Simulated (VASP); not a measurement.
# PN (Pmmm) in VASP: further runs

Runs on PN. Level: PBE+D3(BJ). Tasks: single point, relaxation of cell and atoms.

All numbers are computed with VASP 6.6.1; they aren't measurements. Logs are shortened: lines on timing, memory, paths and dates and some standing lists are left out, and cuts for length are marked.

### 1 The cell of the first run

Symmetry: Pmmm, No. 47, orthorhombic system. The conventional cell has a = 2.291 Å, b = 2.923 Å, c = 3.367 Å, α = 90.00°, β = 90.00°, γ = 90.00°. Within 2.2 Å of P (site symmetry mmm) lie 2 N at 1.68 Å. N (site symmetry mmm) has 2 P at 1.68 Å within 2.2 Å.

### 2 Single point, PBE+D3(BJ)

The input, INCAR:

```
PREC = Accurate ; ENCUT = 520
EDIFF = 1E-6 ; ISMEAR = 0
SIGMA = 0.1 ; LREAL = False
LASPH = True ; NELM = 100
ALGO = Normal ; ISIF = 2
LWAVE = False ; LCHARG = True
GGA = PE ; IVDW = 12
LELF = True ; LVHAR = True
NBANDS = 12
```

The input, KPOINTS:

```
Automatic mesh
0
Gamma
  18 14 12
```

The input, POSCAR:

```
PN
1.0
    2.2907839341      0.0000000000      0.0000000000
    0.0000000000      2.9231714234      0.0000000000
    0.0000000000      0.0000000000      3.3667033659
P N
1 1
Direct
    0.0000000000      0.0000000000      0.5000000000
    0.0000000000      0.0000000000      0.0000000000
```

Potentials or basis: VASP PAW PBE potentials, release 64 (P, N).

Started as:

```console
> cat potpaw_PBE.64/P/POTCAR potpaw_PBE.64/N/POTCAR > POTCAR
> mpirun -np 1 vasp_std > vasp.out
```

OUTCAR:

```text
PREC = Accurate
   ENCUT = 520
   EDIFF = 1E-6
   ISMEAR = 0
   LREAL = False
   LASPH = True
   NELM = 100
   ISIF = 2
   GGA = PE
   IVDW = 12
 IVDW          = 12

 ion  position               nearest neighbor table
   1  0.000  0.000  0.500-   2 1.68   2 1.68
   2  0.000  0.000  0.000-   1 1.68   1 1.68

  LATTYP: Found a simple orthorhombic cell.
 ALAT       =     2.2907839341
 B/A-ratio  =     1.2760572396
 C/A-ratio  =     1.4696730302

  Lattice vectors:

 A1 = (   2.2907839341,   0.0000000000,   0.0000000000)
 A2 = (   0.0000000000,   2.9231714234,   0.0000000000)
 A3 = (   0.0000000000,   0.0000000000,   3.3667033659)

Analysis of symmetry for initial positions (statically):
=====================================================================
 Subroutine PRICEL returns:
 Original cell was already a primitive cell.

 Routine SETGRP: Setting up the symmetry group for a
 simple orthorhombic supercell.

 Subroutine GETGRP returns: Found  8 space group operations
 (whereof  8 operations were pure point group operations)
 out of a pool of  8 trial point group operations.

The static configuration has the point symmetry D_2h.

Analysis of symmetry for dynamics (positions and initial velocities):
=====================================================================
 Subroutine PRICEL returns:
 Original cell was already a primitive cell.

 Routine SETGRP: Setting up the symmetry group for a
 simple orthorhombic supercell.

 Subroutine GETGRP returns: Found  8 space group operations
 (whereof  8 operations were pure point group operations)
 out of a pool of  8 trial point group operations.

The dynamic configuration has the point symmetry D_2h.

 Subroutine INISYM returns: Found  8 space group operations
 (whereof  8 operations are pure point group operations),
 and found     1 'primitive' translations

----------------------------------------------------------------------------------------

                                     Primitive cell

  volume of cell :      22.5446

  direct lattice vectors                    reciprocal lattice vectors
     2.290783934  0.000000000  0.000000000     0.436531785  0.000000000  0.000000000
     0.000000000  2.923171423  0.000000000     0.000000000  0.342094204  0.000000000
     0.000000000  0.000000000  3.366703366     0.000000000  0.000000000  0.297026465

  length of vectors
     2.290783934  2.923171423  3.366703366     0.436531785  0.342094204  0.297026465

  position of ions in fractional coordinates (direct lattice)
     0.000000000  0.000000000  0.500000000
     0.000000000  0.000000000  0.000000000

  ion indices of the primitive-cell ions
   primitive index   ion index
                 1           1
                 2           2

----------------------------------------------------------------------------------------

 KPOINTS: Automatic mesh

Automatic generation of k-mesh.
 Grid dimensions read from file:
 generate k-points for:   18   14   12

 Generating k-lattice:

  Cartesian coordinates                     Fractional coordinates (reciprocal lattice)
     0.024251766  0.000000000  0.000000000     0.055555556  0.000000000  0.000000000
     0.000000000  0.024435300  0.000000000     0.000000000  0.071428571  0.000000000
     0.000000000  0.000000000  0.024752205     0.000000000  0.000000000  0.083333333

  Length of vectors
     0.024251766  0.024435300  0.024752205

  Shift w.r.t. Gamma in fractional coordinates (k-lattice)
     0.000000000  0.000000000  0.000000000

 Subroutine IBZKPT returns following result:
 ===========================================

 Found    560 irreducible k-points:

 Following reciprocal coordinates:
            Coordinates               Weight
  0.000000  0.000000  0.000000      1.000000
  0.055556  0.000000  0.000000      2.000000
  0.111111  0.000000  0.000000      2.000000
  0.166667  0.000000  0.000000      2.000000
  0.222222  0.000000  0.000000      2.000000
  0.277778  0.000000  0.000000      2.000000
[... 16 lines left out ...]
  0.111111  0.142857  0.000000      4.000000
  0.166667  0.142857  0.000000      4.000000
 [... further k-points ...]
   k-points           NKPTS =    560   k-points in BZ     NKDIM =    560   number of bands    NBANDS=     12
   number of dos      NEDOS =    301   number of ions     NIONS =      2
   total plane-waves  NPLWV =  12096
   dimension x,y,z NGX =    18 NGY =   24 NGZ =   28
   dimension x,y,z NGXF=    36 NGYF=   48 NGZF=   56
   ions per type =               1   1
   NGX,Y,Z   is equivalent  to a cutoff of  13.06, 13.65, 13.83 a.u.
   NGXF,Y,Z  is equivalent  to a cutoff of  26.13, 27.30, 27.65 a.u.
 SYSTEM =  unknown system
   PREC   = accura    normal or accurate (medium, high low for compatibility)
   ISTART =      0    job   : 0-new  1-cont  2-samecut
   ICHARG =      2    charge: 1-file 2-atom 10-const
   ISPIN  =      1    spin polarized calculation?
   LNONCOLLINEAR =      F non collinear calculations
   LSORBIT =      F    spin-orbit coupling
   LASPH  =      T    aspherical Exc in radial PAW
   ENCUT  =  520.0 eV  38.22 Ry    6.18 a.u.   4.26  5.44  6.26*2*pi/ulx,y,z
   NELM   =    100;   NELMIN=  2; NELMDL= -5     # of ELM steps
   EDIFF  = 0.1E-05   stopping-criterion for ELM
   LREAL  =      F    real-space projection
   EDIFFG = 0.1E-04   stopping-criterion for IOM
   NSW    =      0    number of steps for IOM
   IBRION =     -1    ionic relax: 0-MD 1-quasi-New 2-CG
   NFREE  =      0    steps in history (QN), initial steepest desc. (CG)
   ISIF   =      2    stress and relaxation
   ISYM   =      2    0-nonsym 1-usesym 2-fastsym
   POTIM  = 0.5000    time-step for ionic-motion
   TEBEG  =    0.0;   TEEND  =   0.0 temperature during run
   PSTRESS=    0.0 pullay stress
   NELECT =      10.0000    total number of electrons
   NUPDOWN=      -1.0000    fix difference up-down
   EMIN   =  10.00;   EMAX   =-10.00  energy-range for DOS
   EFERMI =   0.00;   METHOD = LEGACY
   ISMEAR =     0;   SIGMA  =   0.10  broadening in eV -4-tet -1-fermi 0-gaus
   EFERMI_NEDOS =   21; number of points for ismear=-14 and -15
   IALGO  =     38    algorithm
   IMIX   =      4    mixing-type and parameters
     AMIX     =   0.40;   BMIX     =  1.00
     AMIX_MAG =   1.60;   BMIX_MAG =  1.00
  volume/ion in A,a.u.               =      11.27        76.07
  Fermi-wavevector in a.u.,A,eV,Ry     =   1.248515  2.359351 21.208619  1.558790
  Thomas-Fermi vector in A             =   2.382598
   LORBIT       =      0    0 simple, 1 ext, 2 COOP (PROOUT), +10 PAW based schemes
   GGA     = PE    functional components
   LHFCALC =     F    Hartree Fock is set to
   AEXX    =    0.0000 exact exchange contribution
   IVDW    =    12    specifies the selected vdW correction
   LEPSILON=     F    determine dielectric tensor
   LRPA    =     F    only Hartree local field effects (RPA)
 non-spin polarized calculation
 Gauss-broadening in eV      SIGMA  =   0.10
  energy-cutoff  :      520.00
  volume of cell :       22.54
 maximum number of plane-waves:       625
 NGX is ok and might be reduce to    18
   NGX =  9   NGY = 11   NGZ = 13

 number of electron      10.0000000 magnetization

 Free energy of the ion-electron system (eV)
  ---------------------------------------------------
  ext. energy  EPLUGINS =         0.00000000
  ---------------------------------------------------
  free energy    TOTEN  =       -11.71475785 eV

  energy without entropy =      -11.71065903  energy(sigma->0) =      -11.71270844

 E-fermi :   7.2926     XC(G=0): -11.1532

 val. band max:        7.2883080982   @ k =   0.0556   0.3571   0.1667
 cond. band min:       7.2939970148   @ k =   0.1111   0.3571   0.1667
 fundamental gap:      0.0056889166
 Fermi energy:         7.2926171968

 k-point     1 :       0.0000    0.0000    0.0000
  band No.  band energies     occupation
      1     -11.9890      2.00000
      2      -2.1455      2.00000
      3      -0.2669      2.00000
      4       3.9209      2.00000
      5       8.2818      0.00000
      6      12.3039      0.00000
      7      12.4071      0.00000
      8      18.6720      0.00000
      9      19.1035      0.00000
     10      19.8386      0.00000
     11      20.5105      0.00000
     12      26.7310      0.00000

 k-point     2 :       0.0556    0.0000    0.0000
  band No.  band energies     occupation
      1     -11.9244      2.00000
      2      -2.0990      2.00000
      3      -0.2159      2.00000
      4       3.9694      2.00000
      5       7.9359      0.00000
      6      12.3486      0.00000
      7      12.4522      0.00000
      8      17.5454      0.00000
      9      19.7330      0.00000
     10      20.4099      0.00000
     11      20.5756      0.00000
     12      26.7183      0.00000

 k-point     3 :       0.1111    0.0000    0.0000
  band No.  band energies     occupation
      1     -11.7326      2.00000
      2      -1.9625      2.00000
      3      -0.0710      2.00000
      4       4.1122      2.00000
      5       7.0277      1.99982
      6      12.4821      0.00000
      7      12.5460      0.00000
      8      16.3871      0.00000
      9      19.3705      0.00000
     10      20.7685      0.00000
     11      22.0320      0.00000
     12      25.6271      0.00000
[... 286 lines left out ...]
 k-point    23 :       0.1111    0.1429    0.0000
  band No.  band energies     occupation
      1     -11.5896      2.00000
      2      -1.8824      2.00000
      3       0.0194      2.00000
      4       3.1408      2.00000
      5       7.1012      1.99320
      6      10.9323      0.00000
      7      14.9081      0.00000
      8      16.7897      0.00000
      9      17.8832      0.00000
     10      21.2213      0.00000
     11      22.3942      0.00000
     12      26.2732      0.00000

 k-point    24 :       0.1667    0.1429    0.0000
  band No.  band energies     occupation
      1     -11.2785      2.00000
      2      -1.6666      2.00000
      3       0.2315      2.00000
      4       3.3803      2.00000
      5       5.9509      2.00000
      6      11.1116      0.00000
      7      14.2420      0.00000
      8      16.4870      0.00000
      9      17.8972      0.00000
     10      20.5142      0.00000
     11      23.6722      0.00000
     12      24.6952      0.00000

 [... further k-points ...]

------------------------ aborting loop because EDIFF is reached ----------------------------------------

 Edisp (eV)   -0.60689

 E8    (eV) :    -0.2076

  FORCE on cell =-STRESS in cart. coord.  units (eV):
  Direction    XX          YY          ZZ          XY          YZ          ZX
  --------------------------------------------------------------------------------------
  -------------------------------------------------------------------------------------
  Total      -0.07416    -0.02550    -0.21124    -0.00000     0.00000     0.00000
  in kB      -5.27054    -1.81209   -15.01200    -0.00000     0.00000     0.00000
  external pressure =       -7.36 kB  Pullay stress =        0.00 kB

 VOLUME and BASIS-vectors are now :
 -----------------------------------------------------------------------------
  energy-cutoff  :      520.00
  volume of cell :       22.54
      direct lattice vectors                 reciprocal lattice vectors
     2.290783934  0.000000000  0.000000000     0.436531785  0.000000000  0.000000000
     0.000000000  2.923171423  0.000000000     0.000000000  0.342094204  0.000000000
     0.000000000  0.000000000  3.366703366     0.000000000  0.000000000  0.297026465

 POSITION                                       TOTAL-FORCE (eV/Angst)
 -----------------------------------------------------------------------------------
      0.00000      0.00000      1.68335         0.000000      0.000000      0.000000
      0.00000      0.00000      0.00000         0.000000      0.000000      0.000000
 -----------------------------------------------------------------------------------
    total drift:                               -0.000000      0.000000     -0.000000

  FREE ENERGIE OF THE ION-ELECTRON SYSTEM (eV)
  ---------------------------------------------------
  free  energy   TOTEN  =       -12.3216461283 eV

  energy  without entropy=      -12.3175473091  energy(sigma->0) =      -12.31959672
```

Wall time 65 s (1 thread of Intel Xeon 6975P-C (Granite Rapids), shared host); peak memory 0.24 GiB.

What came out:

```yaml
Free_energy: -12.3216 eV
Pressure: -0.7 GPa
Band_gap_on_the_k_mesh: zero (bands 5 and 6 overlap by 4.42 eV)
Dispersion_energy_per_atom: -0.303 eV
```

### 3 Relaxation of cell and atoms, PBE+D3(BJ)

The input, INCAR:

```
ALGO = Normal
EDIFF = 1E-6
EDIFFG = -0.005
ENCUT = 600
GGA = PE
IBRION = 2
ISIF = 3
ISMEAR = 0
IVDW = 12
LASPH = True
LCHARG = False
LREAL = False
LWAVE = False
NELM = 100
NSW = 100
PREC = Accurate
SIGMA = 0.1
```

The input, KPOINTS:

```
k-points
0
Gamma
  18 14 12
```

The input, POSCAR:

```
PN
1.0
    2.2820101667      0.0000000000      0.0000000000
    0.0000000000      2.9274035340      0.0000000000
    0.0000000000      0.0000000000      3.3713523676
P N
1 1
Direct
    0.0000000000      0.0000000000      0.5000000000
    0.0000000000      0.0000000000      0.0000000000
```

Potentials or basis: VASP PAW PBE potentials, release 64 (P, N).

Started as:

```console
> cat potpaw_PBE.64/P/POTCAR potpaw_PBE.64/N/POTCAR > POTCAR
> mpirun -np 1 vasp_std > vasp.out
```

Wall time 1.9 min (1 thread of Intel Xeon 6975P-C (Granite Rapids), shared host); peak memory 0.27 GiB.

Results (log left out):

| Item | Value |
| --- | --- |
| Free energy | -12.3239 eV |
| Relaxed volume | 11.19 Å³/atom |
| Relaxed cell | a = 2.281 Å, b = 2.916 Å, c = 3.364 Å, α = 90.00°, β = 90.00°, γ = 90.00° |
| Space group after relaxing (to 0.1 Å) | Pmmm (No. 47) |
| Energy gained by relaxing | 0.2 meV/atom |
| Ionic steps | 5 |
| Pressure after relaxing | 0.0 GPa |
| Band gap on the k mesh | zero (bands 5 and 6 overlap by 4.47 eV) |
| Dispersion energy per atom | -0.305 eV |

The path:
| step | energy change (eV) | largest force (eV/Å) | pressure (GPa) | volume (Å³) |
| --- | --- | --- | --- | --- |
| 1 | 0.0000 | 0.0000 | -0.88 | 22.52 |
| 2 | 0.0007 | 0.0000 | 1.42 | 22.32 |
| 3 | -0.0003 | 0.0000 | -0.08 | 22.45 |
| 4 | -0.0003 | 0.0000 | -0.06 | 22.43 |
| 5 | -0.0004 | 0.0000 | 0.00 | 22.38 |

Final structure:
```xyz
2
Lattice="2.2815 0.0000 0.0000 0.0000 2.9156 0.0000 0.0000 0.0000 3.3642" Properties=species:S:1:pos:R:3 pbc="T T T"
P     0.0000    0.0000    1.6821
N     0.0000    0.0000    0.0000
```

Levels at points of the mesh, in eV from the Fermi level:
```
           k point  band 1  band 2  band 3  band 4  band 5  band 6  band 7  band 8  band 9
(0.00, 0.00, 0.00)  -19.35   -9.49   -7.61   -3.39    1.04    5.02    5.09   11.45   11.95
(0.50, 0.00, 0.00)  -16.06   -9.26   -7.54   -2.08   -1.36   -0.39    6.44    7.94   10.06
(0.00, 0.50, 0.00)  -18.46   -9.02   -8.35   -6.00    0.81    1.26    6.94   12.77   13.38
(0.50, 0.50, 0.00)  -15.40   -8.32   -7.21   -4.82    0.28    0.49    2.72    3.52    7.62
(0.00, 0.00, 0.50)  -17.45  -15.43   -1.95   -0.75    1.10    1.45    7.06    7.28    9.61
(0.50, 0.00, 0.50)  -14.89  -11.15   -6.62   -6.18   -0.54    2.83    4.89   10.93   11.18
(0.00, 0.50, 0.50)  -16.84  -14.18   -5.71   -5.15    0.65    1.60    8.79   10.48   12.40
(0.50, 0.50, 0.50)  -14.41  -10.16   -5.58   -5.44   -2.77   -1.24    4.04    6.06    9.65
```

### 4 Single point, PBE+D3(BJ)

The input, INCAR:

```
SYSTEM = PN
PREC = Accurate
ENCUT = 520
EDIFF = 1E-7
ISMEAR = 0
SIGMA = 0.1
LREAL = .False.
LASPH = .True.
NELM = 100
ALGO = Normal
ISIF = 2
LWAVE = .False.
LCHARG = .True.
GGA = PE
IVDW = 12
LELF = .True.
LVHAR = .True.
NBANDS = 12
```

The input, KPOINTS:

```
regular mesh
0
Gamma
  12 12 6
  0 0 0
```

POSCAR is that of step 3.

Started as:

```console
> cat potpaw_PBE.64/P/POTCAR potpaw_PBE.64/N/POTCAR > POTCAR
> mpirun -np 1 vasp_std > vasp.out
```

Wall time 24 s (1 thread of Intel Xeon 6975P-C (Granite Rapids), shared host); peak memory 0.17 GiB.

The run converged. Its results:

| Item | Value |
| --- | --- |
| Free energy | -12.3333 eV |
| Pressure | -0.7 GPa |
| Band gap on the k mesh | zero (bands 5 and 6 overlap by 4.43 eV) |
| Dispersion energy per atom | -0.303 eV |

Stress tensor (GPa, compression positive):
```
-0.51  0.00  0.00
 0.00 -0.20  0.00
 0.00  0.00 -1.54
```

Levels at points of the mesh, in eV from the Fermi level:
```csv
k point,band 3,band 4,band 5,band 6,band 7,band 8
"(0.00, 0.00, 0.00)",-7.62,-3.40,1.08,4.94,5.06,11.46
"(0.50, 0.00, 0.00)",-7.49,-2.10,-1.36,-0.40,6.45,7.86
"(0.00, 0.50, 0.00)",-8.30,-6.05,0.81,1.29,6.95,12.73
"(0.50, 0.50, 0.00)",-7.17,-4.77,0.25,0.42,2.75,3.52
"(0.00, 0.00, 0.50)",-1.95,-0.74,1.03,1.48,7.03,7.21
"(0.50, 0.00, 0.50)",-6.60,-6.14,-0.54,2.84,4.82,10.86
"(0.00, 0.50, 0.50)",-5.68,-5.10,0.64,1.63,8.69,10.46
"(0.50, 0.50, 0.50)",-5.55,-5.45,-2.72,-1.21,4.07,6.00
```

[end of part 1 of 2]

The gap in the log of VASP goes by the Fermi energy; the results here count the filled bands.